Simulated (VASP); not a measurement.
Wanted: the native input for a VASP 6.6.1 run.

```yaml
Task: single point
Functional: PBEsol
Potentials_or_basis: VASP PAW PBE potentials, release 64 (Ti_sv)
Cutoff: 520 eV
k_mesh: 19 × 19 × 4
Occupations: gaussian, width 0.15 eV
Spin: no spin polarisation
Dipole_correction: no
Further_INCAR_settings: ALGO = Fast; EDIFF = 1e-06; NBANDS = 45
```

The structure of Ti lies in POSCAR:

```
Ti
1.0
    2.0300000000     -2.0300000000      0.0000000000
    2.0300000000      0.0000000000     -2.0300000000
    8.1200000000      8.1200000000      8.1200000000
Ti
6
Direct
    0.6666666667      0.6666666667      0.1666666667
    0.0000000000      0.0000000000      0.0000000000
    0.3333333333      0.3333333333      0.3333333333
    0.6666666667      0.6666666667      0.6666666667
    0.0000000000      0.0000000000      0.5000000000
    0.3333333333      0.3333333333      0.8333333333
```

This isn't the form of Ti at room conditions, which is hcp.

One way to write it, as run:

INCAR

```
PREC = Accurate ; ENCUT = 520
EDIFF = 1E-6 ; ISMEAR = 0
SIGMA = 0.15 ; LREAL = False
LASPH = True ; NELM = 60
ALGO = Fast ; ISIF = 2
LWAVE = False ; LCHARG = True
GGA = PS ; LELF = True
LVHAR = True ; NBANDS = 45
```

KPOINTS

```
regular mesh
0
Gamma
  19 19 4
```

Potentials or basis: VASP PAW PBE potentials, release 64 (Ti_sv).

Run with:

```sh
$ cat potpaw_PBE.64/Ti_sv/POTCAR > POTCAR
$ mpirun -np 1 vasp_std > vasp.out
```

Results of the run:

| Item | Value |
| --- | --- |
| Pressure | -0.7 GPa |
| Band gap on the k mesh | zero (bands 36 and 37 overlap by 1.26 eV) |

Caveat: the PAW data sets were made with another functional, which shifts forces and pressure a little.

Run time: 47 min on 1 thread of Intel(R) Xeon(R) Platinum 8488C (Sapphire Rapids) (shared host), peak memory 0.57 GiB.
